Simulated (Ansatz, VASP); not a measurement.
## BeTe in VASP and in Ansatz

Contents of POSCAR:

```
BeTe
1.0
    0.0000000000      2.7700000000      2.7700000000
    2.7700000000      0.0000000000      2.7700000000
    2.7700000000      2.7700000000      0.0000000000
Te Be
1 1
Direct
    0.7500000000      0.7500000000      0.7500000000
    0.0000000000      0.0000000000      0.0000000000
```

INCAR.step1

```
SYSTEM = BeTe
PREC = Accurate ; ENCUT = 520
EDIFF = 1E-5 ; ISMEAR = -1
SIGMA = 0.05 ; LREAL = .FALSE.
LASPH = .TRUE. ; NELM = 80
ALGO = Normal ; ISIF = 2
LWAVE = .TRUE. ; GGA = PE
NBANDS = 11
```

INCAR.step2

```
SYSTEM = BeTe
PREC = Accurate ; ENCUT = 520
EDIFF = 1E-7 ; ISMEAR = -1
SIGMA = 0.05 ; LREAL = .FALSE.
LASPH = .TRUE. ; NELM = 80
ALGO = Normal ; ISIF = 2
LWAVE = .FALSE. ; LCHARG = .TRUE.
GGA = PE ; LHFCALC = .TRUE.
HFSCREEN = 0.2079 ; PRECFOCK = Normal
LELF = .TRUE. ; LVHAR = .TRUE.
ISTART = 1 ; NBANDS = 11
```

File KPOINTS:

```
regular mesh
0
G
  6 6 6
  0 0 0
```

The input input.yaml:

```yaml
crystal:
  lattice:
    - [0.0, 2.77, 2.77]
    - [2.77, 0.0, 2.77]
    - [2.77, 2.77, 0.0]
  atoms:
    - { symbol: Te, position: [0.75, 0.75, 0.75] }
    - { symbol: Be, position: [0.0, 0.0, 0.0] }
kpoints:
  mp_grid: { grid: [6, 6, 6] }
scf:
  occupations: { method: fermi_dirac, width: 0.05 }
hamiltonian:
  xc: hse06
  pseudopotentials: { kind: all_electron, datasets: crystal }
output:
  forces: true
  stress: true
```

Alike in both runs: task single point; functional HSE06; k mesh 6 × 6 × 6; occupations fermi-dirac, width 0.05 eV; no spin polarisation.

```csv
,VASP,Ansatz
version,VASP 6.6.1,Ansatz 0.2.0
potentials or method,"VASP PAW PBE potentials, release 64 (Te, Be), cutoff 520 eV",all-electron PAW datasets made for the crystal
```

VASP gave:

* gap on the k mesh at the Fermi level (eV): 2.50
* least direct gap on the mesh (eV): 4.42
* pressure (GPa): 3.2

**Question.** Which values does Ansatz return?

**Answer.** gap on the k mesh at the Fermi level (eV): 2.53; least direct gap on the mesh (eV): 4.42; pressure (GPa): 3.3.

Ansatz ran all-electron here, and VASP with PAW potentials.

Spin-orbit coupling is off throughout.
